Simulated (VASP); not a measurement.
# Rh (Pm-3n) in VASP: single point with PBE

Aim: the single point of Rh with PBE.

All numbers are computed with VASP 6.6.1; they aren't measurements. Logs are shortened: lines on timing, memory, paths and dates and some standing lists are left out, and cuts for length are marked.

**1. The cell of the first run**

The structure is cubic, space group Pm-3n (No. 223). The conventional cell has a = 4.882 Å, b = 4.882 Å, c = 4.882 Å, α = 90.00°, β = 90.00°, γ = 90.00°. Within 3.6 Å of Rh (site symmetry m-3) lie 12 Rh at 2.73 Å. Rh (site symmetry -4m2) has 14 Rh at 2.44 to 2.99 Å within 3.2 Å.

**2. Single point, PBE**

INCAR

```
SYSTEM = Rh
PREC = Accurate ; ENCUT = 520
EDIFF = 1E-6 ; ISMEAR = 0
SIGMA = 0.1 ; LREAL = .FALSE.
LASPH = .TRUE. ; NELM = 80
ALGO = Fast ; ISIF = 2
LWAVE = .FALSE. ; LCHARG = .FALSE.
GGA = PE ; NBANDS = 70
```

KPOINTS

```
regular mesh
0
G
  8 8 8
  0 0 0
```

POSCAR

```
Rh
1.0
    4.8823575246      0.0000000000      0.0000000000
    0.0000000000      4.8823575246      0.0000000000
    0.0000000000      0.0000000000      4.8823575246
Rh
8
Direct
    0.5000000000      0.5000000000      0.5000000000
    0.0000000000      0.0000000000      0.0000000000
    0.2500000000      0.0000000000      0.5000000000
    0.5000000000      0.2500000000      0.0000000000
    0.5000000000      0.7500000000      0.0000000000
    0.7500000000      0.0000000000      0.5000000000
    0.0000000000      0.5000000000      0.7500000000
    0.0000000000      0.5000000000      0.2500000000
```

Potentials or basis: VASP PAW PBE potentials, release 64 (Rh_pv).

The run is started by

```bash
cat potpaw_PBE.64/Rh_pv/POTCAR > POTCAR
mpirun -np 1 vasp_std > vasp.out
```

OUTCAR:

```text
SYSTEM = Rh
   PREC = Accurate
   ENCUT = 520
   EDIFF = 1E-6
   ISMEAR = 0
   LREAL = .FALSE.
   LASPH = .TRUE.
   NELM = 80
   ISIF = 2
   GGA = PE

 ion  position               nearest neighbor table
   1  0.500  0.500  0.500-   3 2.73   4 2.73   5 2.73   6 2.73   7 2.73   8 2.73   4 2.73   5 2.73
                             3 2.73   6 2.73   7 2.73   8 2.73
   2  0.000  0.000  0.000-   3 2.73   4 2.73   5 2.73   6 2.73   7 2.73   8 2.73   3 2.73   6 2.73
                             7 2.73   8 2.73   4 2.73   5 2.73
   3  0.250  0.000  0.500-   6 2.44   6 2.44   1 2.73   2 2.73   1 2.73   2 2.73   8 2.99   5 2.99
                             4 2.99   5 2.99   4 2.99   7 2.99   8 2.99   7 2.99
   4  0.500  0.250  0.000-   5 2.44   5 2.44   1 2.73   1 2.73   2 2.73   2 2.73   8 2.99   3 2.99
                             3 2.99   6 2.99   6 2.99   7 2.99   7 2.99   8 2.99
   5  0.500  0.750  0.000-   4 2.44   4 2.44   1 2.73   1 2.73   2 2.73   2 2.73   8 2.99   3 2.99
                             3 2.99   6 2.99   6 2.99   7 2.99   7 2.99   8 2.99
   6  0.750  0.000  0.500-   3 2.44   3 2.44   1 2.73   2 2.73   1 2.73   2 2.73   8 2.99   4 2.99
                             4 2.99   5 2.99   5 2.99   7 2.99   8 2.99   7 2.99
   7  0.000  0.500  0.750-   8 2.44   8 2.44   1 2.73   2 2.73   2 2.73   1 2.73   3 2.99   4 2.99
                             5 2.99   3 2.99   6 2.99   6 2.99   4 2.99   5 2.99
   8  0.000  0.500  0.250-   7 2.44   7 2.44   1 2.73   2 2.73   2 2.73   1 2.73   3 2.99   4 2.99
                             5 2.99   3 2.99   6 2.99   6 2.99   4 2.99   5 2.99

  LATTYP: Found a simple cubic cell.
 ALAT       =     4.8823575246

  Lattice vectors:

 A1 = (   4.8823575246,   0.0000000000,   0.0000000000)
 A2 = (   0.0000000000,   4.8823575246,   0.0000000000)
 A3 = (   0.0000000000,   0.0000000000,   4.8823575246)

Analysis of symmetry for initial positions (statically):
=====================================================================
 Subroutine PRICEL returns:
 Original cell was already a primitive cell.

 Routine SETGRP: Setting up the symmetry group for a
 simple cubic supercell.

 Subroutine GETGRP returns: Found 48 space group operations
 (whereof 24 operations were pure point group operations)
 out of a pool of 48 trial point group operations.

The static configuration has the point symmetry T_h .
 The point group associated with its full space group is O_h .

Analysis of symmetry for dynamics (positions and initial velocities):
=====================================================================
 Subroutine PRICEL returns:
 Original cell was already a primitive cell.

 Routine SETGRP: Setting up the symmetry group for a
 simple cubic supercell.

 Subroutine GETGRP returns: Found 48 space group operations
 (whereof 24 operations were pure point group operations)
 out of a pool of 48 trial point group operations.

The dynamic configuration has the point symmetry T_h .
 The point group associated with its full space group is O_h .

 Subroutine INISYM returns: Found 48 space group operations
 (whereof 24 operations are pure point group operations),
 and found     1 'primitive' translations

----------------------------------------------------------------------------------------

                                     Primitive cell

  volume of cell :     116.3828

  direct lattice vectors                    reciprocal lattice vectors
     4.882357525  0.000000000  0.000000000     0.204819085  0.000000000  0.000000000
     0.000000000  4.882357525  0.000000000     0.000000000  0.204819085  0.000000000
     0.000000000  0.000000000  4.882357525     0.000000000  0.000000000  0.204819085

  length of vectors
     4.882357525  4.882357525  4.882357525     0.204819085  0.204819085  0.204819085

  position of ions in fractional coordinates (direct lattice)
     0.500000000  0.500000000  0.500000000
     0.000000000  0.000000000  0.000000000
     0.250000000  0.000000000  0.500000000
     0.500000000  0.250000000  0.000000000
     0.500000000  0.750000000  0.000000000
     0.750000000  0.000000000  0.500000000
     0.000000000  0.500000000  0.750000000
     0.000000000  0.500000000  0.250000000

  ion indices of the primitive-cell ions
   primitive index   ion index
                 1           1
                 2           2
                 3           3
                 4           4
                 5           5
                 6           6
                 7           7
                 8           8

----------------------------------------------------------------------------------------

 KPOINTS: regular mesh

Automatic generation of k-mesh.
 Grid dimensions read from file:
 generate k-points for:    8    8    8

 Generating k-lattice:

  Cartesian coordinates                     Fractional coordinates (reciprocal lattice)
     0.025602386  0.000000000  0.000000000     0.125000000  0.000000000  0.000000000
     0.000000000  0.025602386  0.000000000     0.000000000  0.125000000  0.000000000
     0.000000000  0.000000000  0.025602386     0.000000000  0.000000000  0.125000000

  Length of vectors
     0.025602386  0.025602386  0.025602386

  Shift w.r.t. Gamma in fractional coordinates (k-lattice)
     0.000000000  0.000000000  0.000000000

 Subroutine IBZKPT returns following result:
 ===========================================

 Found     35 irreducible k-points:

 Following reciprocal coordinates:
            Coordinates               Weight
  0.000000  0.000000  0.000000      1.000000
  0.125000  0.000000  0.000000      6.000000
  0.250000  0.000000  0.000000      6.000000
  0.375000  0.000000  0.000000      6.000000
  0.500000  0.000000  0.000000      3.000000
  0.125000  0.125000  0.000000     12.000000
[... 16 lines left out ...]
  0.375000  0.375000  0.125000     24.000000
  0.500000  0.375000  0.125000     24.000000
 [... further k-points ...]
   k-points           NKPTS =     35   k-points in BZ     NKDIM =     35   number of bands    NBANDS=     70
   number of dos      NEDOS =    301   number of ions     NIONS =      8
   total plane-waves  NPLWV =  46656
   dimension x,y,z NGX =    36 NGY =   36 NGZ =   36
   dimension x,y,z NGXF=    72 NGYF=   72 NGZF=   72
   ions per type =               8
   NGX,Y,Z   is equivalent  to a cutoff of  12.26, 12.26, 12.26 a.u.
   NGXF,Y,Z  is equivalent  to a cutoff of  24.52, 24.52, 24.52 a.u.
 SYSTEM =  Rh
   PREC   = accura    normal or accurate (medium, high low for compatibility)
   ISTART =      0    job   : 0-new  1-cont  2-samecut
   ICHARG =      2    charge: 1-file 2-atom 10-const
   ISPIN  =      1    spin polarized calculation?
   LNONCOLLINEAR =      F non collinear calculations
   LSORBIT =      F    spin-orbit coupling
   LASPH  =      T    aspherical Exc in radial PAW
   ENCUT  =  520.0 eV  38.22 Ry    6.18 a.u.   9.08  9.08  9.08*2*pi/ulx,y,z
   NELM   =     80;   NELMIN=  2; NELMDL= -5     # of ELM steps
   EDIFF  = 0.1E-05   stopping-criterion for ELM
   LREAL  =      F    real-space projection
   EDIFFG = 0.1E-04   stopping-criterion for IOM
   NSW    =      0    number of steps for IOM
   IBRION =     -1    ionic relax: 0-MD 1-quasi-New 2-CG
   NFREE  =      0    steps in history (QN), initial steepest desc. (CG)
   ISIF   =      2    stress and relaxation
   ISYM   =      2    0-nonsym 1-usesym 2-fastsym
   POTIM  = 0.5000    time-step for ionic-motion
   TEBEG  =    0.0;   TEEND  =   0.0 temperature during run
   PSTRESS=    0.0 pullay stress
   NELECT =     120.0000    total number of electrons
   NUPDOWN=      -1.0000    fix difference up-down
   EMIN   =  10.00;   EMAX   =-10.00  energy-range for DOS
   EFERMI =   0.00;   METHOD = LEGACY
   ISMEAR =     0;   SIGMA  =   0.10  broadening in eV -4-tet -1-fermi 0-gaus
   EFERMI_NEDOS =   21; number of points for ismear=-14 and -15
   IALGO  =     68    algorithm
   IMIX   =      4    mixing-type and parameters
     AMIX     =   0.40;   BMIX     =  1.00
     AMIX_MAG =   1.60;   BMIX_MAG =  1.00
  volume/ion in A,a.u.               =      14.55        98.17
  Fermi-wavevector in a.u.,A,eV,Ry     =   1.653886  3.125392 37.216562  2.735340
  Thomas-Fermi vector in A             =   2.742248
   LORBIT       =      0    0 simple, 1 ext, 2 COOP (PROOUT), +10 PAW based schemes
   GGA     = PE    functional components
   LHFCALC =     F    Hartree Fock is set to
   AEXX    =    0.0000 exact exchange contribution
   IVDW    =     0    specifies the selected vdW correction
   LEPSILON=     F    determine dielectric tensor
   LRPA    =     F    only Hartree local field effects (RPA)
 non-spin polarized calculation
 RMM-DIIS sequential band-by-band and
 Gauss-broadening in eV      SIGMA  =   0.10
  energy-cutoff  :      520.00
  volume of cell :      116.38
 maximum number of plane-waves:      3178
   NGX = 19   NGY = 19   NGZ = 19

 number of electron     120.0000118 magnetization

 Free energy of the ion-electron system (eV)
  ---------------------------------------------------
  ext. energy  EPLUGINS =         0.00000000
  ---------------------------------------------------
  free energy    TOTEN  =       -55.70617392 eV

  energy without entropy =      -55.60832834  energy(sigma->0) =      -55.65725113

 E-fermi :  10.9494     XC(G=0): -13.6464

 val. band max:       10.9463062397   @ k =   0.5000   0.3750   0.0000
 cond. band min:      10.9498876146   @ k =   0.5000   0.2500   0.1250
 fundamental gap:      0.0035813749
 Fermi energy:        10.9494276355

 k-point     1 :       0.0000    0.0000    0.0000
  band No.  band energies     occupation
      1     -36.3074      2.00000
      2     -36.3074      2.00000
      3     -36.2409      2.00000
      4     -35.8070      2.00000
      5     -35.8070      2.00000
      6     -35.8070      2.00000
[... 62 lines left out ...]
     69      15.6282      0.00000
     70      15.6282      0.00000

 k-point     2 :       0.1250    0.0000    0.0000
  band No.  band energies     occupation
      1     -36.3086      2.00000
      2     -36.2902      2.00000
      3     -36.2272      2.00000
      4     -35.8054      2.00000
      5     -35.8054      2.00000
      6     -35.7906      2.00000
[... 1598 lines left out ...]
 k-point    24 :       0.5000    0.3750    0.1250
  band No.  band energies     occupation
      1     -36.2842      2.00000
      2     -36.0234      2.00000
      3     -35.8633      2.00000
      4     -35.8381      2.00000
      5     -35.7707      2.00000
      6     -35.7429      2.00000
[... 62 lines left out ...]
     69      14.1194      0.00000
     70      15.3643      0.00000

 [... further k-points ...]
[... 5 lines left out ...]
  --------------------------------------------------------------------------------------
  -------------------------------------------------------------------------------------
  Total        0.1018657      0.1018657      0.1018657      0.0000000     -0.0000000      0.0000000
  in kB        1.4023291      1.4023291      1.4023291      0.0000000     -0.0000000      0.0000000
  external PRESSURE =       1.4023291 kB  Pullay stress =       0.0000000 kB

 VOLUME and BASIS-vectors are now :
 -----------------------------------------------------------------------------
  energy-cutoff  :      520.00
  volume of cell :      116.38
      direct lattice vectors                 reciprocal lattice vectors
     4.882357525  0.000000000  0.000000000     0.204819085  0.000000000  0.000000000
     0.000000000  4.882357525  0.000000000     0.000000000  0.204819085  0.000000000
     0.000000000  0.000000000  4.882357525     0.000000000  0.000000000  0.204819085

 POSITION                                       TOTAL-FORCE (eV/Angst)
 -----------------------------------------------------------------------------------
      2.44118      2.44118      2.44118        -0.000000     -0.000000      0.000000
      0.00000      0.00000      0.00000        -0.000000     -0.000000      0.000000
      1.22059      0.00000      2.44118         0.000000      0.000000     -0.000000
      2.44118      1.22059      0.00000         0.000000     -0.000000     -0.000000
      2.44118      3.66177      0.00000        -0.000000      0.000000      0.000000
      3.66177      0.00000      2.44118        -0.000000      0.000000      0.000000
      0.00000      2.44118      3.66177        -0.000000     -0.000000      0.000000
      0.00000      2.44118      1.22059        -0.000000     -0.000000     -0.000000
 -----------------------------------------------------------------------------------
    total drift:                                0.000000      0.000000     -0.000000

  FREE ENERGIE OF THE ION-ELECTRON SYSTEM (eV)
  ---------------------------------------------------
  free  energy   TOTEN  =       -55.7061739205 eV

  energy  without entropy=      -55.6083283405  energy(sigma->0) =      -55.65725113
```

Run time: 3.2 min. Hardware: 1 thread of AMD EPYC 9R45 (Zen 5), shared host; peak memory 0.29 GiB.

What came out:

```yaml
Free_energy: -55.7062 eV
Pressure: 0.1 GPa
Band_gap_on_the_k_mesh: zero (bands 60 and 61 overlap by 0.39 eV)
```
